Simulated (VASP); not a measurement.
# NaI in VASP: notebook, part 3 of 3

VASP 6.6.1. Earlier steps stand in the parts before.

### 4 Single point, PBE

This run uses another cell than the first one, of 38.48 Å³/atom.

Input file INCAR:

```
SYSTEM = NaI
PREC = Accurate ; ENCUT = 500
EDIFF = 1E-6 ; ISMEAR = 0
SIGMA = 0.05 ; LREAL = .False.
LASPH = .True. ; NELM = 120
ALGO = Normal ; ISIF = 2
LWAVE = .False. ; LCHARG = .False.
GGA = PE ; NBANDS = 22
GGA_COMPAT = .False.
```

Input file KPOINTS:

```
regular mesh
0
Gamma
  6 8 4
  0 0 0
```

Input file POSCAR:

```
NaI
1.0
    4.6222093067      0.0000000000      0.0000000000
    0.0000000000      4.2697016003      0.0000000000
    0.0000000000      0.0000000000      7.7983840000
Na I
2 2
Direct
    0.2500000000      0.5000000000      0.2750310000
    0.7500000000      0.5000000000      0.7249690000
    0.2500000000      0.0000000000      0.7424270000
    0.7500000000      0.0000000000      0.2575730000
```

Potentials or basis: VASP PAW PBE potentials, release 64 (Na_pv, I).

Launch:

```sh
cat potpaw_PBE.64/Na_pv/POTCAR potpaw_PBE.64/I/POTCAR > POTCAR
mpirun -np 1 vasp_std > vasp.out
```

OUTCAR:

```text
SYSTEM = NaI
   PREC = Accurate
   ENCUT = 500
   EDIFF = 1E-6
   ISMEAR = 0
   LREAL = .False.
   LASPH = .True.
   NELM = 120
   ISIF = 2
   GGA = PE

 ion  position               nearest neighbor table
   1  0.250  0.500  0.275-   4 3.15   4 3.15   4 3.15   4 3.15
   2  0.750  0.500  0.725-   3 3.15   3 3.15   3 3.15   3 3.15
   3  0.250  0.000  0.742-   2 3.15   2 3.15   2 3.15   2 3.15
   4  0.750  0.000  0.258-   1 3.15   1 3.15   1 3.15   1 3.15

  LATTYP: Found a simple orthorhombic cell.
 ALAT       =     4.2697016003
 B/A-ratio  =     1.0825602675
 C/A-ratio  =     1.8264470752

  Lattice vectors:

 A1 = (   0.0000000000,  -4.2697016003,   0.0000000000)
 A2 = (   4.6222093067,   0.0000000000,   0.0000000000)
 A3 = (   0.0000000000,   0.0000000000,   7.7983840000)

Analysis of symmetry for initial positions (statically):
=====================================================================
 Subroutine PRICEL returns:
 Original cell was already a primitive cell.

 Routine SETGRP: Setting up the symmetry group for a
 simple orthorhombic supercell.

 Subroutine GETGRP returns: Found  8 space group operations
 (whereof  4 operations were pure point group operations)
 out of a pool of  8 trial point group operations.

The static configuration has the point symmetry C_2h.
 The point group associated with its full space group is D_2h.

Analysis of symmetry for dynamics (positions and initial velocities):
=====================================================================
 Subroutine PRICEL returns:
 Original cell was already a primitive cell.

 Routine SETGRP: Setting up the symmetry group for a
 simple orthorhombic supercell.

 Subroutine GETGRP returns: Found  8 space group operations
 (whereof  4 operations were pure point group operations)
 out of a pool of  8 trial point group operations.

The dynamic configuration has the point symmetry C_2h.
 The point group associated with its full space group is D_2h.

 Subroutine INISYM returns: Found  8 space group operations
 (whereof  4 operations are pure point group operations),
 and found     1 'primitive' translations

----------------------------------------------------------------------------------------

                                     Primitive cell

  volume of cell :     153.9047

  direct lattice vectors                    reciprocal lattice vectors
     4.622209307  0.000000000  0.000000000     0.216346758  0.000000000  0.000000000
     0.000000000  4.269701600  0.000000000     0.000000000  0.234208405  0.000000000
     0.000000000  0.000000000  7.798384000     0.000000000  0.000000000  0.128231695

  length of vectors
     4.622209307  4.269701600  7.798384000     0.216346758  0.234208405  0.128231695

  position of ions in fractional coordinates (direct lattice)
     0.250000000  0.500000000  0.275031000
     0.750000000  0.500000000  0.724969000
     0.250000000  0.000000000  0.742427000
     0.750000000  0.000000000  0.257573000

  ion indices of the primitive-cell ions
   primitive index   ion index
                 1           1
                 2           2
                 3           3
                 4           4

----------------------------------------------------------------------------------------

 KPOINTS: regular mesh
[... 24 lines left out ...]
            Coordinates               Weight
  0.000000  0.000000  0.000000      1.000000
  0.166667  0.000000  0.000000      2.000000
  0.333333  0.000000  0.000000      2.000000
  0.500000  0.000000  0.000000      1.000000
  0.000000  0.125000  0.000000      2.000000
  0.166667  0.125000  0.000000      4.000000
[... 16 lines left out ...]
  0.333333  0.000000  0.250000      4.000000
  0.500000  0.000000  0.250000      2.000000
 [... further k-points ...]
   k-points           NKPTS =     60   k-points in BZ     NKDIM =     60   number of bands    NBANDS=     22
   number of dos      NEDOS =    301   number of ions     NIONS =      4
   total plane-waves  NPLWV =  69120
   dimension x,y,z NGX =    36 NGY =   32 NGZ =   60
   dimension x,y,z NGXF=    72 NGYF=   64 NGZF=  120
   ions per type =               2   2
   NGX,Y,Z   is equivalent  to a cutoff of  12.95, 12.46, 12.79 a.u.
   NGXF,Y,Z  is equivalent  to a cutoff of  25.90, 24.92, 25.58 a.u.
 SYSTEM =  NaI
   PREC   = accura    normal or accurate (medium, high low for compatibility)
   ISTART =      0    job   : 0-new  1-cont  2-samecut
   ICHARG =      2    charge: 1-file 2-atom 10-const
   ISPIN  =      1    spin polarized calculation?
   LNONCOLLINEAR =      F non collinear calculations
   LSORBIT =      F    spin-orbit coupling
   LASPH  =      T    aspherical Exc in radial PAW
   ENCUT  =  500.0 eV  36.75 Ry    6.06 a.u.   8.43  7.78 14.22*2*pi/ulx,y,z
   NELM   =    120;   NELMIN=  2; NELMDL= -5     # of ELM steps
   EDIFF  = 0.1E-05   stopping-criterion for ELM
   LREAL  =      F    real-space projection
   EDIFFG = 0.1E-04   stopping-criterion for IOM
   NSW    =      0    number of steps for IOM
   IBRION =     -1    ionic relax: 0-MD 1-quasi-New 2-CG
   NFREE  =      0    steps in history (QN), initial steepest desc. (CG)
   ISIF   =      2    stress and relaxation
   ISYM   =      2    0-nonsym 1-usesym 2-fastsym
   POTIM  = 0.5000    time-step for ionic-motion
   TEBEG  =    0.0;   TEEND  =   0.0 temperature during run
   PSTRESS=    0.0 pullay stress
   NELECT =      28.0000    total number of electrons
   NUPDOWN=      -1.0000    fix difference up-down
   EMIN   =  10.00;   EMAX   =-10.00  energy-range for DOS
   EFERMI =   0.00;   METHOD = LEGACY
   ISMEAR =     0;   SIGMA  =   0.05  broadening in eV -4-tet -1-fermi 0-gaus
   EFERMI_NEDOS =   21; number of points for ismear=-14 and -15
   IALGO  =     38    algorithm
   IMIX   =      4    mixing-type and parameters
     AMIX     =   0.40;   BMIX     =  1.00
     AMIX_MAG =   1.60;   BMIX_MAG =  1.00
  volume/ion in A,a.u.               =      38.48       259.65
  Fermi-wavevector in a.u.,A,eV,Ry     =   0.927635  1.752975 11.707893  0.860506
  Thomas-Fermi vector in A             =   2.053725
   LORBIT       =      0    0 simple, 1 ext, 2 COOP (PROOUT), +10 PAW based schemes
   GGA     = PE    functional components
   LHFCALC =     F    Hartree Fock is set to
   AEXX    =    0.0000 exact exchange contribution
   IVDW    =     0    specifies the selected vdW correction
   LEPSILON=     F    determine dielectric tensor
   LRPA    =     F    only Hartree local field effects (RPA)
 non-spin polarized calculation
 Gauss-broadening in eV      SIGMA  =   0.05
  energy-cutoff  :      500.00
  volume of cell :      153.90
 maximum number of plane-waves:      3939
 NGX is ok and might be reduce to    36
   NGX = 17   NGY = 15   NGZ = 29

 number of electron      28.0000009 magnetization

 Free energy of the ion-electron system (eV)
  ---------------------------------------------------
  ext. energy  EPLUGINS =         0.00000000
  ---------------------------------------------------
  free energy    TOTEN  =       -10.30186242 eV

  energy without entropy =      -10.30186242  energy(sigma->0) =      -10.30186242

 E-fermi :   0.7979     XC(G=0):  -7.1306

 val. band max:        0.5503536662   @ k =   0.0000   0.5000   0.0000
 cond. band min:       3.2969236736   @ k =   0.0000   0.0000   0.0000
 fundamental gap:      2.7465700074
 Fermi energy:         0.7979222174

 k-point     1 :       0.0000    0.0000    0.0000
  band No.  band energies     occupation
      1     -22.6838      2.00000
      2     -22.6802      2.00000
      3     -22.6339      2.00000
      4     -22.6334      2.00000
      5     -22.6330      2.00000
      6     -22.6327      2.00000
[... 589 lines left out ...]
     21       8.6541      0.00000
     22       8.6541      0.00000

 [... further k-points ...]

------------------------ aborting loop because EDIFF is reached ----------------------------------------

  FORCE on cell =-STRESS in cart. coord.  units (eV):
  Direction    XX          YY          ZZ          XY          YZ          ZX
  --------------------------------------------------------------------------------------
  -------------------------------------------------------------------------------------
  Total        0.1424230      0.0980163      0.1958332      0.0000000      0.0000000     -0.0000000
  in kB        1.4826511      1.0203684      2.0386614      0.0000000      0.0000000     -0.0000000
  external PRESSURE =       1.5138937 kB  Pullay stress =       0.0000000 kB

 VOLUME and BASIS-vectors are now :
 -----------------------------------------------------------------------------
  energy-cutoff  :      500.00
  volume of cell :      153.90
      direct lattice vectors                 reciprocal lattice vectors
     4.622209307  0.000000000  0.000000000     0.216346758  0.000000000  0.000000000
     0.000000000  4.269701600  0.000000000     0.000000000  0.234208405  0.000000000
     0.000000000  0.000000000  7.798384000     0.000000000  0.000000000  0.128231695

 POSITION                                       TOTAL-FORCE (eV/Angst)
 -----------------------------------------------------------------------------------
      1.15555      2.13485      2.14480         0.000000      0.000000     -0.029114
      3.46666      2.13485      5.65359        -0.000000     -0.000000      0.029114
      1.15555      0.00000      5.78973        -0.000000     -0.000000     -0.001698
      3.46666      0.00000      2.00865        -0.000000     -0.000000      0.001698
 -----------------------------------------------------------------------------------
    total drift:                                0.000000      0.000000      0.000000

  FREE ENERGIE OF THE ION-ELECTRON SYSTEM (eV)
  ---------------------------------------------------
  free  energy   TOTEN  =       -10.3018624153 eV

  energy  without entropy=      -10.3018624153  energy(sigma->0) =      -10.30186242
```

Run time: 3.9 min. Hardware: 1 thread of Oxide Virtual Turin-like, shared host; peak memory 0.3 GiB.

What came out:

```
Free energy            : -10.3019 eV
Pressure               : 0.2 GPa
Largest force          : 0.029 eV/Å
Band gap on the k mesh : 2.75 eV (least direct gap 2.97 eV)
```

Forces on the atoms (eV/Å):
```
Na   0.000  0.000 -0.029
Na   0.000  0.000  0.029
I    0.000  0.000 -0.002
I    0.000  0.000  0.002
```

Stress tensor (GPa, compression positive):
```
0.15 0.00 0.00
0.00 0.10 0.00
0.00 0.00 0.20
```

Levels at points of the mesh, in eV from the valence-band top:
| k point | band 10 | band 11 | band 12 | band 13 | band 14 | band 15 | band 16 | band 17 | band 18 | band 19 |
| --- | --- | --- | --- | --- | --- | --- | --- | --- | --- | --- |
| (0.00, 0.00, 0.00) | -1.10 | -0.70 | -0.58 | -0.32 | -0.22 | 2.75 | 4.17 | 5.91 | 6.28 | 6.74 |
| (0.50, 0.00, 0.00) | -2.24 | -1.08 | -1.08 | -0.37 | -0.37 | 5.23 | 5.23 | 6.06 | 6.06 | 7.14 |
| (0.00, 0.50, 0.00) | -2.06 | -1.56 | -0.88 | -0.52 | 0.00 | 3.85 | 5.14 | 5.50 | 6.12 | 6.74 |
| (0.50, 0.50, 0.00) | -2.02 | -1.75 | -1.75 | -0.72 | -0.72 | 4.07 | 4.07 | 5.48 | 5.48 | 7.56 |
| (0.00, 0.00, 0.50) | -1.14 | -0.96 | -0.86 | -0.49 | -0.42 | 3.73 | 3.94 | 5.68 | 5.74 | 7.14 |
| (0.50, 0.00, 0.50) | -2.42 | -0.72 | -0.72 | -0.37 | -0.37 | 4.48 | 4.48 | 6.39 | 6.39 | 6.86 |
| (0.00, 0.50, 0.50) | -2.28 | -1.00 | -0.76 | -0.75 | -0.66 | 4.61 | 4.98 | 5.77 | 5.84 | 7.06 |
| (0.50, 0.50, 0.50) | -2.02 | -1.91 | -1.91 | -0.44 | -0.44 | 3.67 | 3.67 | 6.22 | 6.22 | 7.15 |

Caveat: spin-orbit coupling is left out, which moves the levels of the heavy elements.

### 5 Single point, PBE

This run uses another cell than the first one, of 38.48 Å³/atom.

Input file INCAR:

```
PREC = Accurate
ENCUT = 500
EDIFF = 1E-6
ISMEAR = 0
SIGMA = 0.05
LREAL = False
LASPH = True
NELM = 120
ALGO = Normal
ISIF = 2
LWAVE = False
LCHARG = False
GGA = PE
NBANDS = 22
GGA_COMPAT = False
```

Input file KPOINTS:

```
regular mesh
0
Gamma
  6 8 4
```

POSCAR: that of step 4 with these lines changed.

```diff
@@ -11,2 +11,2 @@
     0.2500000000      0.0000000000      0.7424270000
-    0.7500000000      0.0000000000      0.2575730000
+    0.7500000000      0.0000000000      0.2768077543
```

Launch:

```sh
cat potpaw_PBE.64/Na_pv/POTCAR potpaw_PBE.64/I/POTCAR > POTCAR
mpirun -np 1 vasp_std > vasp.out
```

Wall time 3.5 min (1 thread of Oxide Virtual Turin-like, shared host); peak memory 0.3 GiB.

It converged, with:

* Free energy: -10.2964 eV
* Pressure: 0.2 GPa
* Largest force: 0.105 eV/Å
* Band gap on the k mesh: 2.74 eV (least direct gap 2.97 eV)

Forces in eV/Å, atoms in the order of the input:
```
Na   0.000  0.000 -0.019
Na   0.000  0.000 -0.010
I    0.000  0.000  0.105
I    0.000  0.000 -0.077
```

Stress tensor (GPa, compression positive):
```
0.24 0.00 0.00
0.00 0.11 0.00
0.00 0.00 0.32
```

Levels at points of the mesh, in eV from the valence-band top:
```tsv
k point	band 11	band 12	band 13	band 14	band 15	band 16	band 17	band 18
(0.00, 0.00, 0.00)	-0.70	-0.61	-0.32	-0.22	2.74	4.16	5.83	6.26
(0.50, 0.00, 0.00)	-1.08	-1.05	-0.42	-0.36	5.23	5.25	5.99	6.05
(0.00, 0.50, 0.00)	-1.59	-0.91	-0.52	0.00	3.86	5.13	5.49	6.11
(0.50, 0.50, 0.00)	-1.81	-1.76	-0.73	-0.69	4.03	4.08	5.49	5.49
(0.00, 0.00, 0.50)	-1.02	-0.83	-0.54	-0.41	3.72	3.94	5.58	5.76
(0.50, 0.00, 0.50)	-0.74	-0.71	-0.42	-0.36	4.48	4.50	6.28	6.31
(0.00, 0.50, 0.50)	-1.11	-0.82	-0.68	-0.63	4.70	4.89	5.74	5.86
(0.50, 0.50, 0.50)	-1.96	-1.93	-0.45	-0.42	3.64	3.68	6.22	6.25
```

Caveat: spin-orbit coupling is left out, which moves the levels of the heavy elements. A k mesh can miss the band edges.

### 6 Overview

```csv
cell,gap on the mesh (eV),pressure (GPa),largest force (eV/Å)
"a = 4.463, b = 4.122, c = 7.529 Å, 4 atoms, atomic positions A",2.89,2.0,0.06
"a = 4.622, b = 4.270, c = 7.798 Å, 4 atoms, atomic positions A",2.75,0.2,0.03
"a = 4.622, b = 4.270, c = 7.798 Å, 4 atoms, atomic positions B",2.74,0.2,0.11
```

Alike in all rows: task single point; level PBE; potentials or basis VASP PAW PBE potentials, release 64 (Na_pv, I); no spin polarisation; k mesh 6 × 8 × 4; cutoff (eV) 500; smearing gaussian 0.05 eV.

Caveats: spin-orbit coupling is left out, which moves the levels of the heavy elements.

Absolute energies hang on the potentials; compare differences alone.
